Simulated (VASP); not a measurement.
# Cu in VASP: single point with LDA

Aim: the single point of Cu with LDA.

Everything below comes from runs of VASP 6.6.1. Logs are shortened: lines on timing, memory, paths and dates and some standing lists are left out, and cuts for length are marked.

## (1) The cell of the first run

The cell holds a slab with vacuum, 7 atoms: a = 2.461 Å, b = 2.461 Å, c = 26.056 Å, α = 90.00°, β = 90.00°, γ = 60.00°.

## (2) Single point, LDA

The input, INCAR:

```
ALGO = Normal
DIPOL = 0.5 0.5 0.500
EDIFF = 1E-6
ENCUT = 520
GGA = CA
IDIPOL = 3
ISIF = 2
ISMEAR = 0
LASPH = True
LCHARG = False
LDIPOL = True
LREAL = False
LWAVE = False
NBANDS = 48
NELM = 60
PREC = Accurate
SIGMA = 0.1
```

The input, KPOINTS:

```
k-points
0
Gamma
  24 24 1
```

The input, POSCAR:

```
Cu
1.0
    2.4610000007      0.0000000000      0.0000000000
    1.2305000004      2.1312885194      0.0000000000
    0.0000000000      0.0000000000     26.0563885100
Cu
7
Direct
    0.0000000000      0.0000000000      0.2652938890
    0.3333333333      0.3333333333      0.3432257996
    0.6666666667      0.6666666667      0.4215317761
    0.0000000000      0.0000000000      0.5000000048
    0.3333333333      0.3333333333      0.5784682291
    0.6666666667      0.6666666667      0.6567741982
    0.0000000000      0.0000000000      0.7347061033
```

Potentials or basis: VASP PAW LDA potentials, release 64 (Cu).

The run is started by

```sh
cat potpaw_LDA.64/Cu/POTCAR > POTCAR
mpirun -np 1 vasp_std > vasp.out
```

OUTCAR:

```text
EDIFF = 1E-6
   ENCUT = 520
   GGA = CA
   ISIF = 2
   ISMEAR = 0
   LASPH = True
   LREAL = False
   NELM = 60
   PREC = Accurate

 ion  position               nearest neighbor table
   1  0.000  0.000  0.265-   2 2.48   2 2.48   2 2.48
   2  0.333  0.333  0.343-   1 2.48   1 2.48   1 2.48   3 2.49   3 2.49   3 2.49
   3  0.667  0.667  0.422-   2 2.49   2 2.49   2 2.49   4 2.49   4 2.49   4 2.49
   4  0.000  0.000  0.500-   5 2.49   5 2.49   5 2.49   3 2.49   3 2.49   3 2.49
   5  0.333  0.333  0.578-   6 2.49   6 2.49   6 2.49   4 2.49   4 2.49   4 2.49
   6  0.667  0.667  0.657-   7 2.48   7 2.48   7 2.48   5 2.49   5 2.49   5 2.49
   7  0.000  0.000  0.735-   6 2.48   6 2.48   6 2.48

  LATTYP: Found a hexagonal cell.
 ALAT       =     2.4610000008
 C/A-ratio  =    10.5877238934

  Lattice vectors:

 A1 = (  -1.2305000004,  -2.1312885194,   0.0000000000)
 A2 = (   2.4610000007,   0.0000000000,   0.0000000000)
 A3 = (   0.0000000000,   0.0000000000,  26.0563885100)

Analysis of symmetry for initial positions (statically):
=====================================================================
 Subroutine PRICEL returns:
 Original cell was already a primitive cell.

 Routine SETGRP: Setting up the symmetry group for a
 hexagonal supercell.

 Subroutine GETGRP returns: Found 12 space group operations
 (whereof 12 operations were pure point group operations)
 out of a pool of 24 trial point group operations.

The static configuration has the point symmetry D_3d.

Analysis of symmetry for dynamics (positions and initial velocities):
=====================================================================
 Subroutine PRICEL returns:
 Original cell was already a primitive cell.

 Routine SETGRP: Setting up the symmetry group for a
 hexagonal supercell.

 Subroutine GETGRP returns: Found 12 space group operations
 (whereof 12 operations were pure point group operations)
 out of a pool of 24 trial point group operations.

The dynamic configuration has the point symmetry D_3d.

 Subroutine INISYM returns: Found 12 space group operations
 (whereof 12 operations are pure point group operations),
 and found     1 'primitive' translations

----------------------------------------------------------------------------------------

                                     Primitive cell

  volume of cell :     136.6684

  direct lattice vectors                    reciprocal lattice vectors
[... 108 lines left out ...]
   NELECT =      77.0000    total number of electrons
   NUPDOWN=      -1.0000    fix difference up-down
   EMIN   =  10.00;   EMAX   =-10.00  energy-range for DOS
   EFERMI =   0.00;   METHOD = LEGACY
   ISMEAR =     0;   SIGMA  =   0.10  broadening in eV -4-tet -1-fermi 0-gaus
   EFERMI_NEDOS =   21; number of points for ismear=-14 and -15
   IALGO  =     38    algorithm
   IMIX   =      4    mixing-type and parameters
     AMIX     =   0.40;   BMIX     =  1.00
     AMIX_MAG =   1.60;   BMIX_MAG =  1.00
  volume/ion in A,a.u.               =      19.52       131.75
  Fermi-wavevector in a.u.,A,eV,Ry     =   1.352121  2.555139 24.874613  1.828232
  Thomas-Fermi vector in A             =   2.479487
   LORBIT       =      0    0 simple, 1 ext, 2 COOP (PROOUT), +10 PAW based schemes
   GGA     = CA    functional components
   LHFCALC =     F    Hartree Fock is set to
   AEXX    =    0.0000 exact exchange contribution
   IVDW    =     0    specifies the selected vdW correction
   LEPSILON=     F    determine dielectric tensor
   LRPA    =     F    only Hartree local field effects (RPA)
 non-spin polarized calculation
 Gauss-broadening in eV      SIGMA  =   0.10
  energy-cutoff  :      520.00
  volume of cell :      136.67
 maximum number of plane-waves:      3736
   NGX =  9   NGY =  9   NGZ = 97

 dipolmoment           0.000000      0.000000      0.000000 electrons x Angstroem

 number of electron      76.9999965 magnetization

 dipolmoment           0.000000      0.000000     -0.000000 electrons x Angstroem

 Free energy of the ion-electron system (eV)
  ---------------------------------------------------
  ext. energy  EPLUGINS =         0.00000000
  ---------------------------------------------------
  free energy    TOTEN  =       -31.78250434 eV

  energy without entropy =      -31.76898248  energy(sigma->0) =      -31.77574341

 E-fermi :   2.4174     XC(G=0):  -8.2588

 val. band max:        2.4117653775   @ k =   0.5000   0.2083   0.0000
 cond. band min:       2.4177941625   @ k =   0.5000   0.2500   0.0000
 fundamental gap:      0.0060287850
 Fermi energy:         2.4174471451

 k-point     1 :       0.0000    0.0000    0.0000
  band No.  band energies     occupation
      1      -7.5511      2.00000
      2      -7.0479      2.00000
      3      -6.2302      2.00000
      4      -5.2077      2.00000
      5      -4.1913      2.00000
      6      -3.5394      2.00000
[... 1213 lines left out ...]
     47       9.6320      0.00000
     48      10.6440      0.00000

 [... further k-points ...]

------------------------ aborting loop because EDIFF is reached ----------------------------------------

 vacuum level on the upper side and lower side of the slab       (xc-potential included)        -0.181        -0.181

  FORCE on cell =-STRESS in cart. coord.  units (eV):
  Direction    XX          YY          ZZ          XY          YZ          ZX
  --------------------------------------------------------------------------------------
  -------------------------------------------------------------------------------------
  Total        0.8164484      0.8164484      0.3591499      0.0000000      0.0000000     -0.0000000
  in kB        9.5713065      9.5713065      4.2103510      0.0000000      0.0000000     -0.0000000
  external PRESSURE =       7.7843214 kB  Pullay stress =       0.0000000 kB

 VOLUME and BASIS-vectors are now :
 -----------------------------------------------------------------------------
  energy-cutoff  :      520.00
  volume of cell :      136.67
      direct lattice vectors                 reciprocal lattice vectors
     2.461000001  0.000000000  0.000000000     0.406338887 -0.234599866  0.000000000
     1.230500000  2.131288519  0.000000000     0.000000000  0.469199731  0.000000000
     0.000000000  0.000000000 26.056388510     0.000000000  0.000000000  0.038378304

 POSITION                                       TOTAL-FORCE (eV/Angst)
 -----------------------------------------------------------------------------------
      0.00000      0.00000      6.91260         0.000000     -0.000000     -0.030415
      1.23050      0.71043      8.94322         0.000000      0.000000     -0.001362
      2.46100      1.42086     10.98360         0.000000     -0.000000     -0.004136
      0.00000      0.00000     13.02819         0.000000      0.000000     -0.000000
      1.23050      0.71043     15.07279        -0.000000     -0.000000      0.004136
      2.46100      1.42086     17.11316        -0.000000     -0.000000      0.001362
      0.00000      0.00000     19.14379         0.000000      0.000000      0.030415
 -----------------------------------------------------------------------------------
    total drift:                                0.000000      0.000000     -0.000006

  FREE ENERGIE OF THE ION-ELECTRON SYSTEM (eV)
  ---------------------------------------------------
  free  energy   TOTEN  =       -31.7825043420 eV

  energy  without entropy=      -31.7689824772  energy(sigma->0) =      -31.77574341

 vacuum level on the upper side and lower side of the slab         7.519         7.519
```

OSZICAR:

```text
N       E                     dE             d eps       ncg     rms          rms(c)
DAV:   1     0.720102203747E+03    0.72010E+03   -0.34174E+04  5904   0.252E+03
DAV:   2     0.610691049466E+02   -0.65903E+03   -0.63822E+03  5856   0.468E+02
DAV:   3    -0.349084181345E+02   -0.95978E+02   -0.89561E+02  6120   0.230E+02
[... 17 lines left out ...]
DAV:  21    -0.317824861544E+02   -0.62345E-05   -0.18875E-06  4008   0.277E-02    0.410E-03
DAV:  22    -0.317824981677E+02   -0.12013E-04   -0.13285E-06  3800   0.176E-02    0.132E-03
DAV:  23    -0.317825025616E+02   -0.43939E-05   -0.74534E-07  3824   0.121E-02    0.157E-03
DAV:  24    -0.317825039332E+02   -0.13716E-05   -0.32017E-07  3704   0.935E-03    0.634E-04
DAV:  25    -0.317825043420E+02   -0.40878E-06   -0.80495E-08  3672   0.686E-03
   1 F= -.31782504E+02 E0= -.31775743E+02  d E =-.135219E-01
```

It took 6.4 min on 1 thread of Intel Xeon Platinum 8559C (Emerald Rapids), shared host; peak memory 0.39 GiB.

What came out:

```yaml
Free_energy: -31.7825 eV
Largest_force: 0.030 eV/Å
```

Forces in eV/Å, atoms in the order of the input:
```
Cu   0.000  0.000 -0.030
Cu   0.000  0.000 -0.001
Cu   0.000  0.000 -0.004
Cu   0.000  0.000  0.000
Cu   0.000  0.000  0.004
Cu   0.000  0.000  0.001
Cu   0.000  0.000  0.030
```

Levels at points of the mesh, in eV from the Fermi level:
```
           k point  band 37  band 38  band 39  band 40  band 41  band 42
(0.00, 0.00, 0.00)    -1.96    -1.78    -1.78    -1.75    -1.75    -1.00
(0.50, 0.00, 0.00)     0.04     0.69     1.11     1.33     1.53     1.54
```
